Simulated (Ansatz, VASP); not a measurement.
Two plane-wave programs on InAs

File INCAR:

```
SYSTEM = InAs
PREC     = Accurate       ! precision mode
ENCUT    = 500            ! plane-wave cutoff, eV
EDIFF    = 1E-6           ! SCF threshold, eV
ISMEAR   = 0              ! smearing method
SIGMA    = 0.1            ! smearing width, eV
LREAL    = .False.        ! projectors in reciprocal space
LASPH    = .True.         ! aspherical terms in the spheres
NELM     = 120            ! most SCF steps
ALGO     = Normal         ! electronic algorithm
ISIF     = 2              ! what is computed and relaxed
LWAVE    = .False.        ! write WAVECAR
LCHARG   = .True.         ! write CHGCAR
GGA      = PE             ! functional
LELF     = .True.         ! ELF
LVHAR    = .True.       
NBANDS   = 16             ! bands
GGA_COMPAT= .False.
```

KPOINTS

```
Automatic mesh
0
Gamma
  6 6 6
  0 0 0
```

Contents of POSCAR:

```
InAs
1.0
    0.0000000000      3.0535616558      3.0535616558
    3.0535616558      0.0000000000      3.0535616558
    3.0535616558      3.0535616558      0.0000000000
In As
1 1
Direct
    0.7500000000      0.7500000000      0.7500000000
    0.0000000000      0.0000000000      0.0000000000
```

Input for Ansatz:

```yaml
crystal:
  lattice:
    - [0.0, 3.0535616558, 3.0535616558]
    - [3.0535616558, 0.0, 3.0535616558]
    - [3.0535616558, 3.0535616558, 0.0]
  atoms:
    - { symbol: In, position: [0.75, 0.75, 0.75] }
    - { symbol: As, position: [0.0, 0.0, 0.0] }
basis:
  ecutwfc: 420
kpoints:
  mp_grid: { grid: [6, 6, 6] }
hamiltonian:
  xc: pbe
scf:
  occupations: { method: gaussian, width: 0.1 }
output:
  forces: true
  stress: true
  eigenvalues: true
```

Alike in both runs: task single point; functional PBE; k mesh 6 × 6 × 6; occupations gaussian, width 0.1 eV; no spin polarisation.

```csv
,VASP,Ansatz
version,VASP 6.6.1,Ansatz 0.2.0
potentials or method,"VASP PAW PBE potentials, release 64 (In_d, As), cutoff 500 eV","scalar-relativistic, plane waves, PAW"
valence electrons in the cell,18,28
```

Ansatz gave:

| Item | Value |
| --- | --- |
| gap on the k mesh at the Fermi level (eV) | none |
| pressure (GPa) | 2.1 |

Q: What did VASP give for the same quantities?

A: gap on the k mesh at the Fermi level (eV): none; pressure (GPa): 2.2.

A gap of «none» marks a metal or a gap that the smearing closes. VASP's potentials hold 18 valence electrons a cell and Ansatz's 28, so a difference there can come from the potentials and not from the codes.
